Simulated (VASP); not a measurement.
A run of VASP 6.6.1 is set up as follows.

File POSCAR:

```
NaCdI3
1.0
    6.0344258618      0.0000000000      0.0000000000
    0.0000000000      6.0344258618      0.0000000000
    0.0000000000      0.0000000000      6.0344258618
Na Cd I
1 1 3
Direct
    0.0000000000      0.0000000000      0.0000000000
    0.5000000000      0.5000000000      0.5000000000
    0.5000000000      0.5000000000      0.0000000000
    0.5000000000      0.0000000000      0.5000000000
    0.0000000000      0.5000000000      0.5000000000
```

INCAR.step1

```
PREC     = Accurate       # precision mode
ENCUT    = 520            # plane-wave cutoff, eV
ISMEAR   = -1             # smearing method
SIGMA    = 0.02           # smearing width, eV
LREAL    = False          # projectors in reciprocal space
LASPH    = True           # aspherical terms in the spheres
NELM     = 60             # most SCF steps
NBANDS   = 28             # bands
GGA      = PE             # functional
ALGO     = Normal         # electronic algorithm
EDIFF    = 1E-4           # SCF threshold, eV
LWAVE    = True           # write WAVECAR
LCHARG   = False          # write CHGCAR
```

The input INCAR.step2:

```
PREC     = Accurate       # precision mode
ENCUT    = 520            # plane-wave cutoff, eV
EDIFF    = 1E-7           # SCF threshold, eV
ISMEAR   = -1             # smearing method
SIGMA    = 0.02           # smearing width, eV
LREAL    = False          # projectors in reciprocal space
LASPH    = True           # aspherical terms in the spheres
NELM     = 60             # most SCF steps
ALGO     = Normal         # electronic algorithm
ISIF     = 2              # what is computed and relaxed
LWAVE    = False          # write WAVECAR
LCHARG   = False          # write CHGCAR
METAGGA  = R2SCAN         # meta-GGA
LMIXTAU  = True         
NBANDS   = 28             # bands
ISTART   = 1
```

Contents of KPOINTS:

```
Automatic mesh
0
Gamma
  4 4 4
```

Potentials or basis: VASP PAW PBE potentials, release 64 (Na_pv, Cd, I).

Launch:

```bash
$ cat potpaw_PBE.64/Na_pv/POTCAR potpaw_PBE.64/Cd/POTCAR potpaw_PBE.64/I/POTCAR > POTCAR
$ cp INCAR.step1 INCAR
$ mpirun -np 1 vasp_std > vasp.out
$ cp INCAR.step2 INCAR
$ mpirun -np 1 vasp_std > vasp.out
```

What does it give for the pressure?

-1.1 GPa.

Estimate the band gap on the k mesh.

0.10 eV (least direct gap 0.59 eV).

Caveat: the PAW data sets were made with another functional, which shifts forces and pressure a little; spin-orbit coupling is left out, which moves the levels of the heavy elements. A k mesh can miss the band edges.
